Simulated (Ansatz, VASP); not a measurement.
**SnO2: VASP beside Ansatz**

```
Sn O
1.0
     1.60624    0.92736    4.76837
    -1.60624    0.92736    4.76837
     0.00000   -1.85473    4.76837
Sn O
1 2
Direct
  0.50000 0.50000 0.50000
  0.76283 0.76283 0.76283
  0.23717 0.23717 0.23717
```

Alike in both runs: task single point; functional LDA; k mesh 10 × 10 × 10; occupations fermi-dirac, width 0.05 eV; no spin polarisation.

```csv
,VASP,Ansatz
version,VASP 6.6.1,Ansatz 0.2.0
potentials or method,"VASP PAW LDA potentials, release 64 (Sn_d, O)",Ansatz PAW
plane-wave cutoff (eV),520,420
valence electrons in the cell,26,26
```

VASP gave:

```
gap on the k mesh at the Fermi level (eV)                     : 1.90
least direct gap on the mesh (eV)                             : 2.04
pressure (GPa)                                                : -5.8
traceless stress, the component that is largest in VASP (GPa) : 0.13
rms of the force components (eV/Å)                            : 0.194
```

Q: Estimate Ansatz's values.

A: gap on the k mesh at the Fermi level (eV): 1.90; least direct gap on the mesh (eV): 2.04; pressure (GPa): -6.5; traceless stress, the component that is largest in VASP (GPa): 0.64; rms of the force components (eV/Å): 0.223.

LDA's correlation is that of Perdew and Zunger in VASP and of Perdew and Wang (1992) in Ansatz. Atom by atom the forces differ by 0.029 eV/Å (rms over components).
